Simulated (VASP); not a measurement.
Crystal: Zn.

```
CELL_PARAMETERS angstrom
2.10965 1.21801 1.02226
-2.10965 1.21801 1.02226
0.00000 -2.43602 1.02226
ATOMIC_POSITIONS crystal
Zn 0.50000 0.50000 0.50000
```

| Item | Value |
| --- | --- |
| Program | VASP 6.6.1 |
| Task | relaxation of cell and atoms |
| Functional | PBE |
| Potentials or basis | VASP PAW PBE potentials, release 64 (Zn) |
| Cutoff | 600 eV |
| k mesh | 18 × 18 × 18 |
| Occupations | gaussian, width 0.1 eV |
| Spin | no spin polarisation |

At the start: pressure 0.0 GPa; volume 15.76 Å³/atom.

How do energy, volume and symmetry change on relaxing?

Over 11 steps the energy falls by 5.7 meV/atom and the volume is 15.55 Å³/atom (-1.3 %); space group R-3m (No. 166, to 0.1 Å) before and after.

Step by step:
| step | energy change (eV) | largest force (eV/Å) | pressure (GPa) | volume (Å³) |
| --- | --- | --- | --- | --- |
| 1 | 0.0000 | 0.0000 | 0.05 | 15.76 |
| 2 | -0.0032 | 0.0000 | -0.23 | 15.77 |
| 3 | -0.0051 | 0.0000 | -0.65 | 15.78 |
| 4 | -0.0052 | 0.0000 | -0.73 | 15.78 |
| 5 | -0.0057 | 0.0000 | -0.37 | 15.56 |
| 6 | -0.0049 | 0.0000 | 0.54 | 15.33 |
| 7 | -0.0055 | 0.0000 | 0.74 | 15.46 |
| 8 | -0.0056 | 0.0000 | 0.41 | 15.52 |
| 9 | -0.0057 | 0.0000 | 0.27 | 15.54 |
| 10 | -0.0057 | 0.0000 | 0.19 | 15.55 |
| 11 | -0.0057 | 0.0000 | 0.02 | 15.55 |

Final structure:
```
Zn
1.0
     2.13815    1.23446    0.98199
    -2.13815    1.23446    0.98199
     0.00000   -2.46892    0.98199
Zn
1
Direct
  0.50000 0.50000 0.50000
```
